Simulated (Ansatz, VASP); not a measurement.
## Be4Mo: VASP beside Ansatz

INCAR

```
ALGO = Fast
EDIFF = 1E-6
EDIFFG = -0.04
ENCUT = 600
GGA = PE
IBRION = 2
ISIF = 3
ISMEAR = 0
LASPH = True
LCHARG = False
LREAL = False
LWAVE = False
NELM = 100
NSW = 90
PREC = Accurate
SIGMA = 0.1
```

Contents of KPOINTS:

```
k-points
0
Gamma
  6 6 4
```

Contents of POSCAR:

```
Be4Mo
1.0
    3.1334089400      0.0000000000      0.0000000000
   -1.5667044700      2.7136117500      0.0000000000
    0.0000000000      0.0000000000      6.3506220300
Be Mo
4 1
Direct
    0.5000000000      0.0000000000      0.7858511000
    0.0000000000      0.5000000000      0.7858511000
    0.5000000000      0.5000000000      0.7858511000
    0.0000000000      0.0000000000      0.9302219900
    0.0000000000      0.0000000000      0.3633816500
```

Input for Ansatz:

```yaml
crystal:
  lattice:
    - [3.13340894, 0.0, 0.0]
    - [-1.56670447, 2.71361175, 0.0]
    - [0.0, 0.0, 6.35062203]
  atoms:
    - { symbol: Be, position: [0.5, 0.0, 0.7858511] }
    - { symbol: Be, position: [0.0, 0.5, 0.7858511] }
    - { symbol: Be, position: [0.5, 0.5, 0.7858511] }
    - { symbol: Be, position: [0.0, 0.0, 0.93022199] }
    - { symbol: Mo, position: [0.0, 0.0, 0.36338165] }
basis:
  ecutwfc: 420
kpoints:
  mp_grid: { grid: [6, 6, 4] }
hamiltonian:
  xc: pbe
scf:
  occupations: { method: gaussian, width: 0.1 }
  lower_state_search: "off"
output:
  forces: true
  stress: true
  eigenvalues: true
relax:
  adjacent_minimum: "off"
  f_tol: 0.04
  max_steps: 70
  cell: { stress_tol: 0.4 }
```

Alike in both runs: task relaxation of cell and atoms; functional PBE; k mesh 6 × 6 × 4; occupations gaussian, width 0.1 eV; no spin polarisation.

```csv
,VASP,Ansatz
version,VASP 6.6.1,Ansatz 0.2.0
potentials or method,"VASP PAW PBE potentials, release 64 (Be, Mo_sv), cutoff 600 eV","scalar-relativistic, plane waves, PAW"
valence electrons in the cell,22,22
```

VASP gave:

- gap on the k mesh at the Fermi level, each at its own relaxed structure (eV): none
- relaxed volume (Å³/atom): 13.14
- relaxed length of the cell vector where the two differ most in proportion (Å): 4.465

Which values does Ansatz return?

gap on the k mesh at the Fermi level, each at its own relaxed structure (eV): none; relaxed volume (Å³/atom): 13.00; relaxed length of the cell vector where the two differ most in proportion (Å): 4.435.

A gap of «none» marks a metal or a gap that the smearing closes.

The k mesh is coarse, so the values compare programs but aren't converged. Noted on VASP's run: the volume moved by over 15 % at a fixed basis, so the end points are rough.
